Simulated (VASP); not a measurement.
# KCl (Pm-3m) in VASP: single point with LDA

Aim: the single point of KCl with LDA.

Program: VASP 6.6.1. These are calculated values, not measurements. Logs are shortened: lines on timing, memory, paths and dates and some standing lists are left out, and cuts for length are marked.

## Step 1: The cell of the first run

It takes space group Pm-3m (No. 221, cubic). Conventional cell: a = 3.839 Å, b = 3.839 Å, c = 3.839 Å, α = 90.00°, β = 90.00°, γ = 90.00°. Within 4.4 Å of K (site symmetry m-3m) lie 8 Cl at 3.32 Å and 6 K at 3.84 Å. Cl (site symmetry m-3m) has 8 K at 3.32 Å and 6 Cl at 3.84 Å within 4.4 Å.

## Step 2: Single point, LDA

File INCAR:

```
PREC = Accurate ; ENCUT = 500
EDIFF = 1E-6 ; ISMEAR = 0
SIGMA = 0.01 ; LREAL = False
LASPH = True ; NELM = 120
ALGO = Normal ; ISIF = 2
LWAVE = False ; LCHARG = False
GGA = CA ; NBANDS = 78
GGA_COMPAT = False
```

File KPOINTS:

```
Automatic mesh
0
Gamma
  2 2 2
```

File POSCAR:

```
KCl
1.0
    7.6784000000      0.0000000000      0.0000000000
    0.0000000000      7.6784000000      0.0000000000
    0.0000000000      0.0000000000      7.6784000000
K Cl
8 8
Direct
    0.0000000000      0.0000000000      0.0000000000
    0.0000000000      0.0000000000      0.5000000000
    0.0000000000      0.5000000000      0.0000000000
    0.0000000000      0.5000000000      0.5000000000
    0.5000000000      0.0000000000      0.0000000000
    0.5000000000      0.0000000000      0.5000000000
    0.5000000000      0.5000000000      0.0000000000
    0.5000000000      0.5000000000      0.5000000000
    0.2500000000      0.2500000000      0.2500000000
    0.2500000000      0.2500000000      0.7500000000
    0.2500000000      0.7500000000      0.2500000000
    0.2500000000      0.7500000000      0.7500000000
    0.7500000000      0.2500000000      0.2500000000
    0.7500000000      0.2500000000      0.7500000000
    0.7500000000      0.7500000000      0.2500000000
    0.7500000000      0.7500000000      0.7500000000
```

Potentials or basis: VASP PAW LDA potentials, release 64 (K_sv, Cl).

Command:

```
$ cat potpaw_LDA.64/K_sv/POTCAR potpaw_LDA.64/Cl/POTCAR > POTCAR
$ mpirun -np 1 vasp_std > vasp.out
```

OUTCAR:

```text
PREC = Accurate
   ENCUT = 500
   EDIFF = 1E-6
   ISMEAR = 0
   LREAL = False
   LASPH = True
   NELM = 120
   ISIF = 2
   GGA = CA

 ion  position               nearest neighbor table
   1  0.000  0.000  0.000-
   2  0.000  0.000  0.500-
   3  0.000  0.500  0.000-
   4  0.000  0.500  0.500-
   5  0.500  0.000  0.000-
   6  0.500  0.000  0.500-
[... 8 lines left out ...]
  15  0.750  0.750  0.250-
  16  0.750  0.750  0.750-

  LATTYP: Found a simple cubic cell.
 ALAT       =     7.6784000000

  Lattice vectors:

 A1 = (   7.6784000000,   0.0000000000,   0.0000000000)
 A2 = (   0.0000000000,   7.6784000000,   0.0000000000)
 A3 = (   0.0000000000,   0.0000000000,   7.6784000000)

Analysis of symmetry for initial positions (statically):
=====================================================================
 Subroutine PRICEL returns following result:

  LATTYP: Found a simple cubic cell.
 ALAT       =     3.8392000000

  Lattice vectors:

 A1 = (   3.8392000000,   0.0000000000,   0.0000000000)
 A2 = (   0.0000000000,   3.8392000000,   0.0000000000)
 A3 = (   0.0000000000,   0.0000000000,   3.8392000000)

   8 primitive cells build up your supercell.

 Routine SETGRP: Setting up the symmetry group for a
 simple cubic supercell.

 Subroutine GETGRP returns: Found 48 space group operations
 (whereof 48 operations were pure point group operations)
 out of a pool of 48 trial point group operations.

The static configuration has the point symmetry O_h .

Analysis of symmetry for dynamics (positions and initial velocities):
=====================================================================
 Subroutine PRICEL returns following result:

  LATTYP: Found a simple cubic cell.
 ALAT       =     3.8392000000

  Lattice vectors:

 A1 = (   3.8392000000,   0.0000000000,   0.0000000000)
 A2 = (   0.0000000000,   3.8392000000,   0.0000000000)
 A3 = (   0.0000000000,   0.0000000000,   3.8392000000)

   8 primitive cells build up your supercell.

 Routine SETGRP: Setting up the symmetry group for a
 simple cubic supercell.

 Subroutine GETGRP returns: Found 48 space group operations
 (whereof 48 operations were pure point group operations)
 out of a pool of 48 trial point group operations.

The dynamic configuration has the point symmetry O_h .

 Subroutine INISYM returns: Found 48 space group operations
 (whereof 48 operations are pure point group operations),
 and found     8 'primitive' translations

----------------------------------------------------------------------------------------

                                     Primitive cell

  volume of cell :      56.5877

  direct lattice vectors                    reciprocal lattice vectors
     3.839200000  0.000000000  0.000000000     0.260470931  0.000000000  0.000000000
     0.000000000  3.839200000  0.000000000     0.000000000  0.260470931  0.000000000
     0.000000000  0.000000000  3.839200000     0.000000000  0.000000000  0.260470931

  length of vectors
     3.839200000  3.839200000  3.839200000     0.260470931  0.260470931  0.260470931

  position of ions in fractional coordinates (direct lattice)
     0.000000000  0.000000000  0.000000000
     0.500000000  0.500000000  0.500000000

  ion indices of the primitive-cell ions
   primitive index   ion index
                 1           1
                 2           9

----------------------------------------------------------------------------------------

 KPOINTS: Automatic mesh

Automatic generation of k-mesh.
 Grid dimensions read from file:
 generate k-points for:    2    2    2

 Generating k-lattice:

  Cartesian coordinates                     Fractional coordinates (reciprocal lattice)
     0.065117733  0.000000000  0.000000000     0.500000000  0.000000000  0.000000000
     0.000000000  0.065117733  0.000000000     0.000000000  0.500000000  0.000000000
     0.000000000  0.000000000  0.065117733     0.000000000  0.000000000  0.500000000

  Length of vectors
     0.065117733  0.065117733  0.065117733

  Shift w.r.t. Gamma in fractional coordinates (k-lattice)
     0.000000000  0.000000000  0.000000000

 Subroutine IBZKPT returns following result:
 ===========================================

 Found      4 irreducible k-points:

 Following reciprocal coordinates:
            Coordinates               Weight
  0.000000  0.000000  0.000000      1.000000
  0.500000  0.000000  0.000000      3.000000
  0.500000  0.500000  0.000000      3.000000
  0.500000  0.500000  0.500000      1.000000
   k-points           NKPTS =      4   k-points in BZ     NKDIM =      4   number of bands    NBANDS=     78
   number of dos      NEDOS =    301   number of ions     NIONS =     16
   total plane-waves  NPLWV = 175616
   dimension x,y,z NGX =    56 NGY =   56 NGZ =   56
   dimension x,y,z NGXF=   112 NGYF=  112 NGZF=  112
   ions per type =               8   8
   NGX,Y,Z   is equivalent  to a cutoff of  12.12, 12.12, 12.12 a.u.
   NGXF,Y,Z  is equivalent  to a cutoff of  24.25, 24.25, 24.25 a.u.
 SYSTEM =  unknown system
   PREC   = accura    normal or accurate (medium, high low for compatibility)
   ISTART =      0    job   : 0-new  1-cont  2-samecut
   ICHARG =      2    charge: 1-file 2-atom 10-const
   ISPIN  =      1    spin polarized calculation?
   LNONCOLLINEAR =      F non collinear calculations
   LSORBIT =      F    spin-orbit coupling
   LASPH  =      T    aspherical Exc in radial PAW
   ENCUT  =  500.0 eV  36.75 Ry    6.06 a.u.  14.00 14.00 14.00*2*pi/ulx,y,z
   NELM   =    120;   NELMIN=  2; NELMDL= -5     # of ELM steps
   EDIFF  = 0.1E-05   stopping-criterion for ELM
   LREAL  =      F    real-space projection
   EDIFFG = 0.1E-04   stopping-criterion for IOM
   NSW    =      0    number of steps for IOM
   IBRION =     -1    ionic relax: 0-MD 1-quasi-New 2-CG
   NFREE  =      0    steps in history (QN), initial steepest desc. (CG)
   ISIF   =      2    stress and relaxation
   ISYM   =      2    0-nonsym 1-usesym 2-fastsym
   POTIM  = 0.5000    time-step for ionic-motion
   TEBEG  =    0.0;   TEEND  =   0.0 temperature during run
   PSTRESS=    0.0 pullay stress
   NELECT =     128.0000    total number of electrons
   NUPDOWN=      -1.0000    fix difference up-down
   EMIN   =  10.00;   EMAX   =-10.00  energy-range for DOS
   EFERMI =   0.00;   METHOD = LEGACY
   ISMEAR =     0;   SIGMA  =   0.01  broadening in eV -4-tet -1-fermi 0-gaus
   EFERMI_NEDOS =   21; number of points for ismear=-14 and -15
   IALGO  =     38    algorithm
   IMIX   =      4    mixing-type and parameters
     AMIX     =   0.40;   BMIX     =  1.00
     AMIX_MAG =   1.60;   BMIX_MAG =  1.00
  volume/ion in A,a.u.               =      28.29       190.94
  Fermi-wavevector in a.u.,A,eV,Ry     =   1.074502  2.030515 15.708682  1.154556
  Thomas-Fermi vector in A             =   2.210332
   LORBIT       =      0    0 simple, 1 ext, 2 COOP (PROOUT), +10 PAW based schemes
   GGA     = CA    functional components
   LHFCALC =     F    Hartree Fock is set to
   AEXX    =    0.0000 exact exchange contribution
   IVDW    =     0    specifies the selected vdW correction
   LEPSILON=     F    determine dielectric tensor
   LRPA    =     F    only Hartree local field effects (RPA)
 non-spin polarized calculation
 Gauss-broadening in eV      SIGMA  =   0.01
  energy-cutoff  :      500.00
  volume of cell :      452.70
 maximum number of plane-waves:     11536
 NGX is ok and might be reduce to    56
   NGX = 27   NGY = 27   NGZ = 27

 number of electron     128.0000030 magnetization

 Free energy of the ion-electron system (eV)
  ---------------------------------------------------
  ext. energy  EPLUGINS =         0.00000000
  ---------------------------------------------------
  free energy    TOTEN  =       -58.02242031 eV

  energy without entropy =      -58.02242031  energy(sigma->0) =      -58.02242031

 E-fermi :  -0.9380     XC(G=0):  -8.6219

 val. band max:       -1.0667298177   @ k =   0.0000   0.0000   0.0000
 cond. band min:       3.2989495479   @ k =   0.0000   0.0000   0.0000
 fundamental gap:      4.3656793656
 Fermi energy:        -0.9379989438

 k-point     1 :       0.0000    0.0000    0.0000
  band No.  band energies     occupation
      1     -28.7487      2.00000
      2     -28.7278      2.00000
      3     -28.7278      2.00000
      4     -28.7278      2.00000
      5     -28.7085      2.00000
      6     -28.7085      2.00000
[... 68 lines left out ...]
     75       6.2438      0.00000
     76       6.2438      0.00000

 k-point     2 :       0.5000    0.0000    0.0000
  band No.  band energies     occupation
      1     -28.7382      2.00000
      2     -28.7382      2.00000
      3     -28.7182      2.00000
      4     -28.7182      2.00000
      5     -28.7182      2.00000
      6     -28.7182      2.00000
[... 68 lines left out ...]
     75       6.2261      0.00000
     76       6.2261      0.00000

 k-point     3 :       0.5000    0.5000    0.0000
  band No.  band energies     occupation
      1     -28.7282      2.00000
      2     -28.7282      2.00000
      3     -28.7282      2.00000
      4     -28.7282      2.00000
      5     -28.7088      2.00000
      6     -28.7088      2.00000
[... 68 lines left out ...]
     75       6.2240      0.00000
     76       6.2241      0.00000

 k-point     4 :       0.5000    0.5000    0.5000
  band No.  band energies     occupation
      1     -28.7185      2.00000
      2     -28.7185      2.00000
      3     -28.7185      2.00000
      4     -28.7185      2.00000
      5     -28.7185      2.00000
      6     -28.7185      2.00000
[... 68 lines left out ...]
     75       6.9251      0.00000
     76       6.9251      0.00000
 [bands above 76 left out]

------------------------ aborting loop because EDIFF is reached ----------------------------------------

  FORCE on cell =-STRESS in cart. coord.  units (eV):
  Direction    XX          YY          ZZ          XY          YZ          ZX
  --------------------------------------------------------------------------------------
  -------------------------------------------------------------------------------------
  Total       -8.8069496     -8.8069496     -8.8069496      0.0000000      0.0000000      0.0000000
  in kB      -31.1690738    -31.1690738    -31.1690738      0.0000000      0.0000000      0.0000000
  external PRESSURE =     -31.1690738 kB  Pullay stress =       0.0000000 kB

 VOLUME and BASIS-vectors are now :
 -----------------------------------------------------------------------------
  energy-cutoff  :      500.00
  volume of cell :      452.70
      direct lattice vectors                 reciprocal lattice vectors
     7.678400000  0.000000000  0.000000000     0.130235466  0.000000000  0.000000000
     0.000000000  7.678400000  0.000000000     0.000000000  0.130235466  0.000000000
     0.000000000  0.000000000  7.678400000     0.000000000  0.000000000  0.130235466

 POSITION                                       TOTAL-FORCE (eV/Angst)
 -----------------------------------------------------------------------------------
      0.00000      0.00000      0.00000         0.000000     -0.000000      0.000000
      0.00000      0.00000      3.83920         0.000000      0.000000     -0.000000
      0.00000      3.83920      0.00000         0.000000      0.000000     -0.000000
      0.00000      3.83920      3.83920         0.000000     -0.000000      0.000000
      3.83920      0.00000      0.00000        -0.000000     -0.000000     -0.000000
      3.83920      0.00000      3.83920        -0.000000     -0.000000     -0.000000
[... 8 lines left out ...]
      5.75880      5.75880      1.91960         0.000000     -0.000000     -0.000000
      5.75880      5.75880      5.75880        -0.000000      0.000000      0.000000
 -----------------------------------------------------------------------------------
    total drift:                                0.000000      0.000000      0.000000

  FREE ENERGIE OF THE ION-ELECTRON SYSTEM (eV)
  ---------------------------------------------------
  free  energy   TOTEN  =       -58.0224203117 eV

  energy  without entropy=      -58.0224203117  energy(sigma->0) =      -58.02242031
```

Wall time 6.2 min (1 thread of Intel Xeon 8259CL, shared host); peak memory 0.36 GiB.

Results:

```yaml
Free_energy: -58.0224 eV
Pressure: -3.1 GPa
Band_gap_on_the_k_mesh: 4.37 eV
```

Caveat: the cell stands under tension.
